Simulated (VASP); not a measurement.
# PbO2 (Fm-3m) in VASP: further runs

PbO2 is run at these levels: RPBE+D3(BJ), LDA, PBE exchange alone; tasks: single point.

All numbers are computed with VASP 6.6.1; they aren't measurements. Logs are shortened: lines on timing, memory, paths and dates and some standing lists are left out, and cuts for length are marked.

## 1. The cell of the first run

Symmetry: Fm-3m, No. 225, cubic system. Conventional cell: a = 5.017 Å, b = 5.017 Å, c = 5.017 Å, α = 90.00°, β = 90.00°, γ = 90.00°. Within 2.9 Å of Pb (site symmetry m-3m) lie 8 O at 2.17 Å. O (site symmetry -43m) has 4 Pb at 2.17 Å and 6 O at 2.51 Å within 2.9 Å.

## 2. Single point, RPBE+D3(BJ)

Contents of INCAR:

```
SYSTEM = PbO2
PREC     = Accurate       ! precision mode
ENCUT    = 520            ! plane-wave cutoff, eV
EDIFF    = 1E-6           ! SCF threshold, eV
ISMEAR   = 1              ! smearing method
SIGMA    = 0.005          ! smearing width, eV
LREAL    = .False.        ! projectors in reciprocal space
LASPH    = .True.         ! aspherical terms in the spheres
NELM     = 60             ! most SCF steps
ALGO     = Normal         ! electronic algorithm
ISIF     = 2              ! what is computed and relaxed
LWAVE    = .False.        ! write WAVECAR
LCHARG   = .True.         ! write CHGCAR
GGA      = RP             ! functional
IVDW     = 12             ! dispersion correction
LELF     = .True.         ! ELF
LVHAR    = .True.       
NBANDS   = 20             ! bands
```

Contents of KPOINTS:

```
Automatic mesh
0
Gamma
  5 5 5
  0 0 0
```

Contents of POSCAR:

```
PbO2
1.0
    0.0000000000      2.5083071791      2.5083071791
    2.5083071791      0.0000000000      2.5083071791
    2.5083071791      2.5083071791      0.0000000000
Pb O
1 2
Direct
    0.0000000000      0.0000000000      0.0000000000
    0.7500000000      0.7500000000      0.7500000000
    0.2500000000      0.2500000000      0.2500000000
```

Potentials or basis: VASP PAW PBE potentials, release 64 (Pb_d, O).

Launch:

```bash
cat potpaw_PBE.64/Pb_d/POTCAR potpaw_PBE.64/O/POTCAR > POTCAR
mpirun -np 1 vasp_std > vasp.out
```

OUTCAR:

```text
SYSTEM = PbO2
   PREC = Accurate
   ENCUT = 520
   EDIFF = 1E-6
   ISMEAR = 1
   LREAL = .False.
   LASPH = .True.
   NELM = 60
   ISIF = 2
   GGA = RP
   IVDW = 12
 IVDW          = 12

 ion  position               nearest neighbor table
   1  0.000  0.000  0.000-   2 2.17   2 2.17   2 2.17   2 2.17   3 2.17   3 2.17   3 2.17   3 2.17

   2  0.750  0.750  0.750-   1 2.17   1 2.17   1 2.17   1 2.17
   3  0.250  0.250  0.250-   1 2.17   1 2.17   1 2.17   1 2.17

  LATTYP: Found a face centered cubic cell.
 ALAT       =     5.0166143582

  Lattice vectors:

 A1 = (   0.0000000000,   2.5083071791,   2.5083071791)
 A2 = (   2.5083071791,   0.0000000000,   2.5083071791)
 A3 = (   2.5083071791,   2.5083071791,   0.0000000000)

Analysis of symmetry for initial positions (statically):
=====================================================================
 Subroutine PRICEL returns:
 Original cell was already a primitive cell.

 Routine SETGRP: Setting up the symmetry group for a
 face centered cubic supercell.

 Subroutine GETGRP returns: Found 48 space group operations
 (whereof 48 operations were pure point group operations)
 out of a pool of 48 trial point group operations.

The static configuration has the point symmetry O_h .

Analysis of symmetry for dynamics (positions and initial velocities):
=====================================================================
 Subroutine PRICEL returns:
 Original cell was already a primitive cell.

 Routine SETGRP: Setting up the symmetry group for a
 face centered cubic supercell.

 Subroutine GETGRP returns: Found 48 space group operations
 (whereof 48 operations were pure point group operations)
 out of a pool of 48 trial point group operations.

The dynamic configuration has the point symmetry O_h .

 Subroutine INISYM returns: Found 48 space group operations
 (whereof 48 operations are pure point group operations),
 and found     1 'primitive' translations

----------------------------------------------------------------------------------------

                                     Primitive cell

  volume of cell :      31.5626

  direct lattice vectors                    reciprocal lattice vectors
     0.000000000  2.508307179  2.508307179    -0.199337627  0.199337627  0.199337627
     2.508307179  0.000000000  2.508307179     0.199337627 -0.199337627  0.199337627
     2.508307179  2.508307179  0.000000000     0.199337627  0.199337627 -0.199337627

  length of vectors
     3.547282031  3.547282031  3.547282031     0.345262897  0.345262897  0.345262897

  position of ions in fractional coordinates (direct lattice)
     0.000000000  0.000000000  0.000000000
     0.750000000  0.750000000  0.750000000
     0.250000000  0.250000000  0.250000000

  ion indices of the primitive-cell ions
   primitive index   ion index
                 1           1
                 2           2
                 3           3

----------------------------------------------------------------------------------------

 KPOINTS: Automatic mesh

Automatic generation of k-mesh.
 Grid dimensions read from file:
 generate k-points for:    5    5    5

 Generating k-lattice:

  Cartesian coordinates                     Fractional coordinates (reciprocal lattice)
    -0.039867525  0.039867525  0.039867525     0.200000000  0.000000000  0.000000000
     0.039867525 -0.039867525  0.039867525     0.000000000  0.200000000  0.000000000
     0.039867525  0.039867525 -0.039867525     0.000000000  0.000000000  0.200000000

  Length of vectors
     0.069052579  0.069052579  0.069052579

  Shift w.r.t. Gamma in fractional coordinates (k-lattice)
     0.000000000  0.000000000  0.000000000

 Subroutine IBZKPT returns following result:
 ===========================================

 Found     10 irreducible k-points:

 Following reciprocal coordinates:
            Coordinates               Weight
  0.000000  0.000000  0.000000      1.000000
  0.200000  0.000000  0.000000      8.000000
  0.400000  0.000000  0.000000      8.000000
  0.200000  0.200000  0.000000      6.000000
  0.400000  0.200000  0.000000     24.000000
 -0.400000  0.200000  0.000000     24.000000
 -0.200000  0.200000  0.000000     12.000000
  0.400000  0.400000  0.000000      6.000000
 -0.400000  0.400000  0.000000     12.000000
 -0.400000  0.400000  0.200000     24.000000
   k-points           NKPTS =     10   k-points in BZ     NKDIM =     10   number of bands    NBANDS=     20
   number of dos      NEDOS =    301   number of ions     NIONS =      3
   total plane-waves  NPLWV =  21952
   dimension x,y,z NGX =    28 NGY =   28 NGZ =   28
   dimension x,y,z NGXF=    56 NGYF=   56 NGZF=   56
   ions per type =               1   2
   NGX,Y,Z   is equivalent  to a cutoff of  13.12, 13.12, 13.12 a.u.
   NGXF,Y,Z  is equivalent  to a cutoff of  26.24, 26.24, 26.24 a.u.
 SYSTEM =  PbO2
   PREC   = accura    normal or accurate (medium, high low for compatibility)
   ISTART =      0    job   : 0-new  1-cont  2-samecut
   ICHARG =      2    charge: 1-file 2-atom 10-const
   ISPIN  =      1    spin polarized calculation?
   LNONCOLLINEAR =      F non collinear calculations
   LSORBIT =      F    spin-orbit coupling
   LASPH  =      T    aspherical Exc in radial PAW
   ENCUT  =  520.0 eV  38.22 Ry    6.18 a.u.   6.60  6.60  6.60*2*pi/ulx,y,z
   NELM   =     60;   NELMIN=  2; NELMDL= -5     # of ELM steps
   EDIFF  = 0.1E-05   stopping-criterion for ELM
   LREAL  =      F    real-space projection
   EDIFFG = 0.1E-04   stopping-criterion for IOM
   NSW    =      0    number of steps for IOM
   IBRION =     -1    ionic relax: 0-MD 1-quasi-New 2-CG
   NFREE  =      0    steps in history (QN), initial steepest desc. (CG)
   ISIF   =      2    stress and relaxation
   ISYM   =      2    0-nonsym 1-usesym 2-fastsym
   POTIM  = 0.5000    time-step for ionic-motion
   TEBEG  =    0.0;   TEEND  =   0.0 temperature during run
   PSTRESS=    0.0 pullay stress
   NELECT =      26.0000    total number of electrons
   NUPDOWN=      -1.0000    fix difference up-down
   EMIN   =  10.00;   EMAX   =-10.00  energy-range for DOS
   EFERMI =   0.00;   METHOD = LEGACY
   ISMEAR =     1;   SIGMA  =   0.01  broadening in eV -4-tet -1-fermi 0-gaus
   EFERMI_NEDOS =   21; number of points for ismear=-14 and -15
   IALGO  =     38    algorithm
   IMIX   =      4    mixing-type and parameters
     AMIX     =   0.40;   BMIX     =  1.00
     AMIX_MAG =   1.60;   BMIX_MAG =  1.00
  volume/ion in A,a.u.               =      10.52        71.00
  Fermi-wavevector in a.u.,A,eV,Ry     =   1.534647  2.900063 32.043654  2.355142
  Thomas-Fermi vector in A             =   2.641546
   LORBIT       =      0    0 simple, 1 ext, 2 COOP (PROOUT), +10 PAW based schemes
   GGA     = RP    functional components
   LHFCALC =     F    Hartree Fock is set to
   AEXX    =    0.0000 exact exchange contribution
   IVDW    =    12    specifies the selected vdW correction
   LEPSILON=     F    determine dielectric tensor
   LRPA    =     F    only Hartree local field effects (RPA)
 non-spin polarized calculation
 Methfessel and Paxton  Order N= 1 SIGMA  =   0.01
  energy-cutoff  :      520.00
  volume of cell :       31.56
 maximum number of plane-waves:       872
 NGX is ok and might be reduce to    28
   NGX = 13   NGY = 13   NGZ = 13

 number of electron      26.0000000 magnetization

 Free energy of the ion-electron system (eV)
  ---------------------------------------------------
  ext. energy  EPLUGINS =         0.00000000
  ---------------------------------------------------
  free energy    TOTEN  =       -13.10527917 eV

  energy without entropy =      -13.10527379  energy(sigma->0) =      -13.10527738

 E-fermi :   8.7800     XC(G=0): -12.1931

 val. band max:        8.7765310025   @ k =  -0.4000   0.4000   0.2000
 cond. band min:      10.9315669362   @ k =   0.2000   0.2000   0.0000
 fundamental gap:      2.1550359338
 Fermi energy:         8.7800090742

 k-point     1 :       0.0000    0.0000    0.0000
  band No.  band energies     occupation
      1     -11.6967      2.00000
      2      -7.3378      2.00000
      3      -7.2491      2.00000
      4      -7.2491      2.00000
      5      -7.2491      2.00000
      6      -6.6688      2.00000
[... 12 lines left out ...]
     19      25.8964      0.00000
     20      25.8964      0.00000

 k-point     2 :       0.2000    0.0000    0.0000
  band No.  band energies     occupation
      1     -11.2689      2.00000
      2      -8.7826      2.00000
      3      -7.1602      2.00000
      4      -7.1602      2.00000
      5      -6.6712      2.00000
      6      -6.6712      2.00000
[... 12 lines left out ...]
     19      25.7773      0.00000
     20      25.7773      0.00000

 k-point     3 :       0.4000    0.0000    0.0000
  band No.  band energies     occupation
      1     -10.6526      2.00000
      2      -9.2462      2.00000
      3      -7.0802      2.00000
      4      -7.0802      2.00000
      5      -6.5974      2.00000
      6      -6.5974      2.00000
[... 12 lines left out ...]
     19      25.6859      0.00000
     20      25.9771      0.00000

 k-point     4 :       0.2000    0.2000    0.0000
  band No.  band energies     occupation
      1     -11.1011      2.00000
      2      -9.0831      2.00000
      3      -7.0708      2.00000
      4      -7.0708      2.00000
      5      -6.7597      2.00000
      6      -6.6227      2.00000
[... 107 lines left out ...]
 k-point     9 :      -0.4000    0.4000    0.0000
  band No.  band energies     occupation
      1     -10.1757      2.00000
      2      -9.7106      2.00000
      3      -6.9369      2.00000
      4      -6.7250      2.00000
      5      -6.5893      2.00000
      6      -6.1998      2.00000
[... 12 lines left out ...]
     19      26.2346      0.00000
     20      27.0026      0.00000

 k-point    10 :      -0.4000    0.4000    0.2000
  band No.  band energies     occupation
      1      -9.9941      2.00000
      2      -9.9834      2.00000
      3      -6.8759      2.00000
      4      -6.7496      2.00000
      5      -6.6455      2.00000
      6      -5.9930      2.00000
[... 12 lines left out ...]
     19      26.2967      0.00000
     20      27.4462      0.00000

------------------------ aborting loop because EDIFF is reached ----------------------------------------

 Edisp (eV)   -4.21023

 E8    (eV) :    -2.7146

  FORCE on cell =-STRESS in cart. coord.  units (eV):
  Direction    XX          YY          ZZ          XY          YZ          ZX
  --------------------------------------------------------------------------------------
  -------------------------------------------------------------------------------------
  Total       6.19563     6.19563     6.19563     0.00000     0.00000    -0.00000
  in kB     314.50225   314.50225   314.50225     0.00000     0.00000    -0.00000
  external pressure =      314.50 kB  Pullay stress =        0.00 kB

 VOLUME and BASIS-vectors are now :
 -----------------------------------------------------------------------------
  energy-cutoff  :      520.00
  volume of cell :       31.56
      direct lattice vectors                 reciprocal lattice vectors
     0.000000000  2.508307179  2.508307179    -0.199337627  0.199337627  0.199337627
     2.508307179  0.000000000  2.508307179     0.199337627 -0.199337627  0.199337627
     2.508307179  2.508307179  0.000000000     0.199337627  0.199337627 -0.199337627

 POSITION                                       TOTAL-FORCE (eV/Angst)
 -----------------------------------------------------------------------------------
      0.00000      0.00000      0.00000        -0.000000     -0.000000     -0.000000
      3.76246      3.76246      3.76246        -0.000000     -0.000000     -0.000000
      1.25415      1.25415      1.25415         0.000000      0.000000      0.000000
 -----------------------------------------------------------------------------------
    total drift:                                0.000000      0.000000      0.000000

  FREE ENERGIE OF THE ION-ELECTRON SYSTEM (eV)
  ---------------------------------------------------
  free  energy   TOTEN  =       -17.3155133084 eV

  energy  without entropy=      -17.3155079266  energy(sigma->0) =      -17.31551151
```

Run time: 4.6 s. Hardware: 1 thread of AMD EPYC 9R45 (Zen 5), shared host; peak memory 0.14 GiB.

What came out:

```
Free energy                : -17.3155 eV
Pressure                   : 31.5 GPa
Band gap on the k mesh     : zero (bands 13 and 14 overlap by 0.56 eV)
Dispersion energy per atom : -1.403 eV
```

Caveat: the k points lie up to 0.43 Å⁻¹ apart, too coarse for converged energies and pressures of a metal; three body term missing; the dispersion term is far too large for a dense solid, which distorts pressure and volume; semilocal functionals underestimate gaps, and a narrow one can read as zero; the PAW data sets were made with another functional, which shifts forces and pressure a little; spin-orbit coupling is left out, which moves the levels of the heavy elements.

## 3. Single point, LDA

This run uses another cell than the first one, of 13.15 Å³/atom.

Contents of INCAR:

```
ALGO = Normal
EDIFF = 1E-7
ENCUT = 520
GGA = CA
ISIF = 2
ISMEAR = 1
LASPH = T
LCHARG = T
LELF = T
LREAL = F
LVHAR = T
LWAVE = F
NBANDS = 20
NELM = 80
PREC = Accurate
SIGMA = 0.025
```

Contents of KPOINTS:

```
k-points
0
Gamma
  9 9 9
```

Contents of POSCAR:

```
PbO2
1.0
    0.0000000000      2.7019920000      2.7019920000
    2.7019920000      0.0000000000      2.7019920000
    2.7019920000      2.7019920000      0.0000000000
Pb O
1 2
Direct
    0.0000000000      0.0000000000      0.0000000000
    0.7500000000      0.7500000000      0.7500000000
    0.2500000000      0.2500000000      0.2500000000
```

Potentials or basis: VASP PAW LDA potentials, release 64 (Pb_d, O).

Launch:

```bash
cat potpaw_LDA.64/Pb_d/POTCAR potpaw_LDA.64/O/POTCAR > POTCAR
mpirun -np 1 vasp_std > vasp.out
```

Wall time 12 s (1 thread of AMD EPYC 9R45 (Zen 5), shared host); peak memory 0.12 GiB.

The run converged. Its results:

```yaml
Free_energy: -18.0582 eV
Pressure: -9.8 GPa
Band_gap_on_the_k_mesh: zero (bands 13 and 14 overlap by 1.17 eV)
```

Levels at points of the mesh, in eV from the Fermi level:
| k point | band 10 | band 11 | band 12 | band 13 | band 14 | band 15 | band 16 | band 17 |
| --- | --- | --- | --- | --- | --- | --- | --- | --- |
| (0.00, 0.00, 0.00) | -1.93 | -1.93 | -1.17 | -1.17 | -1.17 | 6.81 | 6.81 | 6.81 |

Caveat: the cell stands under tension; spin-orbit coupling is left out, which moves the levels of the heavy elements.

## 4. Single point, PBE exchange alone, non-collinear spin, zero start, spin-orbit coupling (11.57 Å³/atom)

This run uses another cell than the first one, of 11.57 Å³/atom.

Contents of INCAR:

```
  PREC = Accurate
  ENCUT = 520
  EDIFF = 1E-6
  ISMEAR = -1
  SIGMA = 0.15
  LREAL = False
  LASPH = True
  NELM = 150
  ALGO = Normal
  ISIF = 2
  LWAVE = False
  LCHARG = False
  LNONCOLLINEAR = True
  MAGMOM = 0 0 0 0 0 0 0 0 0
  LORBIT = 11
  LSORBIT = True
  GGA_COMPAT = False
  LORBMOM = True
  GGA = PE
  ALDAC = 0.0
  AGGAC = 0.0
  NBANDS = 39
```

Contents of KPOINTS:

```
Automatic mesh
0
Gamma
  9 9 9
```

Contents of POSCAR:

```
PbO2
1.0
    0.0000000000      2.5892756245      2.5892756245
    2.5892756245      0.0000000000      2.5892756245
    2.5892756245      2.5892756245      0.0000000000
Pb O
1 2
Direct
    0.0000000000      0.0000000000      0.0000000000
    0.7500000000      0.7500000000      0.7500000000
    0.2500000000      0.2500000000      0.2500000000
```

Potentials or basis: VASP PAW PBE potentials, release 64 (Pb_d, O).

Launch:

```bash
cat potpaw_PBE.64/Pb_d/POTCAR potpaw_PBE.64/O/POTCAR > POTCAR
mpirun -np 1 vasp_ncl > vasp.out
```

Wall time 57 s (1 thread of AMD EPYC 9R45 (Zen 5), shared host); peak memory 0.25 GiB.

Results (log left out):

* Free energy: -11.5373 eV
* Pressure: 46.4 GPa
* Net moment: 0.00 μB per cell
* Valence electrons inside the program's atomic spheres: Pb 11.84; O 5.04

Moments on the atoms (μB; x, y, z):
```
Pb  0.00 0.00 0.00
O   0.00 0.00 0.00
O   0.00 0.00 0.00
```

Caveat: the cell stands under pressure.

## 5. The runs side by side

| level | potentials or basis | spin | cell | k mesh | smearing | gap on the mesh (eV) | pressure (GPa) |
| --- | --- | --- | --- | --- | --- | --- | --- |
| RPBE+D3(BJ) | VASP PAW PBE potentials, release 64 (Pb_d, O) | off | a = 3.547 Å, angles 60.0°, 3 atoms | 5 × 5 × 5 | methfessel-paxton 0.005 eV | none | 31.5 |
| LDA | VASP PAW LDA potentials, release 64 (Pb_d, O) | off | a = 3.821 Å, angles 60.0°, 3 atoms | 9 × 9 × 9 | methfessel-paxton 0.025 eV | none | -9.8 |
| PBE exchange alone | VASP PAW PBE potentials, release 64 (Pb_d, O) | non-collinear, zero start, SOC | a = 3.662 Å, angles 60.0°, 3 atoms | 9 × 9 × 9 | fermi-dirac 0.15 eV | - | 46.4 |

Alike in all rows: task single point; cutoff (eV) 520.

Caveats: some runs use coarse meshes; spin-orbit coupling is left out, which moves the levels of the heavy elements (at least some runs); three body term missing (at least some runs); the dispersion term is far too large for a dense solid, which distorts pressure and volume (at least some runs); semilocal functionals underestimate gaps, and a narrow one can read as zero (at least some runs); the PAW data sets were made with another functional, which shifts forces and pressure a little (at least some runs); the cell stands under tension (at least some runs); the cell stands under pressure (at least some runs).

Absolute energies hang on the potentials; compare differences alone.

The gap in the log of VASP goes by the Fermi energy; the results here count the filled bands.